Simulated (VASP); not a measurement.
A run of VASP 6.6.1 is set up as follows.

File INCAR:

```
SYSTEM = PtSe2
  PREC = Accurate
  ENCUT = 520
  EDIFF = 1E-6
  ISMEAR = 0
  SIGMA = 0.05
  LREAL = .False.
  LASPH = .True.
  NELM = 100
  ALGO = Normal
  ISIF = 2
  LWAVE = .False.
  LCHARG = .False.
  LDIPOL = .True.
  IDIPOL = 3
  DIPOL = 0.5 0.5 0.391
  GGA = PE
  IVDW = 12
  NBANDS = 31
```

File KPOINTS:

```
regular mesh
0
Gamma
  9 9 1
  0 0 0
```

The input POSCAR:

```
PtSe2
1.0
    3.7070358307      0.0000000000      0.0000000000
   -1.8535179153      3.2103872021      0.0000000000
    0.0000000000      0.0000000000     22.7981611688
Se Pt
4 2
Direct
    0.6666666667      0.3333333333      0.1973843402
    0.3333333333      0.6666666667      0.3135814565
    0.3333333333      0.6666666667      0.4675412418
    0.0000000000      1.0000000000      0.5837383581
    0.0000000000      0.0000000000      0.2554828983
   -0.3333333333      0.3333333333      0.5256398000
```

Potentials or basis: VASP PAW PBE potentials, release 64 (Se, Pt).

Command:

```sh
$ cat potpaw_PBE.64/Se/POTCAR potpaw_PBE.64/Pt/POTCAR > POTCAR
$ mpirun -np 1 vasp_std > vasp.out
```

Question: What does it give for the largest force?

Answer: 0.032 eV/Å.

Question: What does it give for the dispersion energy per atom?

Answer: -0.343 eV.

Question: Predict the band gap on the k mesh.

Answer: 0.83 eV (least direct gap 1.01 eV).

Forces on the atoms (eV/Å):
```
Se   0.000  0.000 -0.002
Se   0.000  0.000 -0.032
Se   0.000  0.000  0.032
Se   0.000  0.000  0.002
Pt   0.000  0.000  0.025
Pt   0.000  0.000 -0.025
```

Caveat: spin-orbit coupling is left out, which moves the levels of the heavy elements.
